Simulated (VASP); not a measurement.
Here is a VASP 6.6.1 calculation.

Contents of INCAR:

```
PREC = Accurate
ENCUT = 520
EDIFF = 1E-8
ISMEAR = 0
SIGMA = 0.01
LREAL = False
LASPH = True
NELM = 60
ALGO = Normal
ISIF = 2
LWAVE = False
LCHARG = False
METAGGA = R2SCAN
LMIXTAU = True
LCALCEPS = True
```

The input KPOINTS:

```
regular mesh
0
Gamma
  6 6 4
```

Contents of POSCAR:

```
HfO2
1.0
    3.5766927294      0.0000000000      0.0000000000
    0.0000000000      3.5766927294      0.0000000000
    0.0000000000      0.0000000000      5.2022238258
Hf O
2 4
Direct
    0.5000000000      0.5000000000      0.5000000000
    0.0000000000      0.0000000000      0.0000000000
    0.0000000000      0.5000000000      0.6962102144
    0.5000000000      0.0000000000      0.8037897856
    0.5000000000      0.0000000000      0.3037897856
    0.0000000000      0.5000000000      0.1962102144
```

Potentials or basis: VASP PAW PBE potentials, release 64 (Hf_pv, O).

Launch:

```console
$ cat potpaw_PBE.64/Hf_pv/POTCAR potpaw_PBE.64/O/POTCAR > POTCAR
$ mpirun -np 1 vasp_std > vasp.out
```

(1) Estimate the electronic dielectric tensor (diagonal).

(2) Predict the Born charges (mean of the diagonal).

(3) What does it give for the band gap on the k mesh?

## Answers

(1) 4.84, 4.84, 4.39.

(2) Hf +5.24; O -2.62 e.

(3) 5.24 eV (least direct gap 5.32 eV).

Caveat: spin-orbit coupling is left out, which moves the levels of the heavy elements.
